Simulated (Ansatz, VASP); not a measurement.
# Al3Pd in VASP and in Ansatz

Contents of INCAR:

```
ALGO     = Normal         # electronic algorithm
EDIFF    = 1E-7           # SCF threshold, eV
ENCUT    = 520            # plane-wave cutoff, eV
ISIF     = 2              # what is computed and relaxed
ISMEAR   = -1             # smearing method
LASPH    = True           # aspherical terms in the spheres
LCHARG   = True           # write CHGCAR
LELF     = True           # ELF
LREAL    = False          # projectors in reciprocal space
LVHAR    = True         
LWAVE    = False          # write WAVECAR
NBANDS   = 18             # bands
NELM     = 60             # most SCF steps
PREC     = Accurate       # precision mode
SIGMA    = 0.05           # smearing width, eV
```

KPOINTS

```
k-points
0
Gamma
  7 7 7
```

POSCAR

```
Al3Pd
1.0
    3.9988489825      0.0000000000      0.0000000000
    0.0000000000      3.9988489825      0.0000000000
    0.0000000000      0.0000000000      3.9988489825
Pd Al
1 3
Direct
    0.0000000000      0.0000000000      0.0000000000
    0.5000000000      0.5000000000      0.0000000000
    0.5000000000      0.0000000000      0.5000000000
    0.0000000000      0.5000000000      0.5000000000
```

input.yaml

```yaml
crystal:
  lattice:
    - [3.9988489825, 0.0, 0.0]
    - [0.0, 3.9988489825, 0.0]
    - [0.0, 0.0, 3.9988489825]
  atoms:
    - { symbol: Pd, position: [0.0, 0.0, 0.0] }
    - { symbol: Al, position: [0.5, 0.5, 0.0] }
    - { symbol: Al, position: [0.5, 0.0, 0.5] }
    - { symbol: Al, position: [0.0, 0.5, 0.5] }
kpoints:
  mp_grid: { grid: [7, 7, 7] }
scf:
  occupations: { method: fermi_dirac, width: 0.05 }
hamiltonian:
  xc: lda
  pseudopotentials: { kind: all_electron, lapw: { basis_error: 0.002 } }
output:
  forces: true
  stress: true
  eigenvalues: true
```

Change from the starting cell: volume scaled by 1.04.

Alike in both runs: task single point; functional LDA; k mesh 7 × 7 × 7; occupations fermi-dirac, width 0.05 eV; no spin polarisation.

|  | VASP | Ansatz |
| --- | --- | --- |
| version | VASP 6.6.1 | Ansatz 0.2.0 |
| potentials or method | VASP PAW LDA potentials, release 64 (Pd, Al), cutoff 520 eV | all-electron LAPW, scalar-relativistic |

Ansatz gave:

* gap on the k mesh at the Fermi level (eV): none
* pressure (GPa): -8.4

Q: What did VASP give for the same quantities?

A: gap on the k mesh at the Fermi level (eV): none; pressure (GPa): -8.3.

LDA's correlation is that of Perdew and Zunger in VASP and of Perdew and Wang (1992) in Ansatz. A gap of «none» marks a metal or a gap that the smearing closes. Ansatz ran all-electron here, and VASP with PAW potentials.
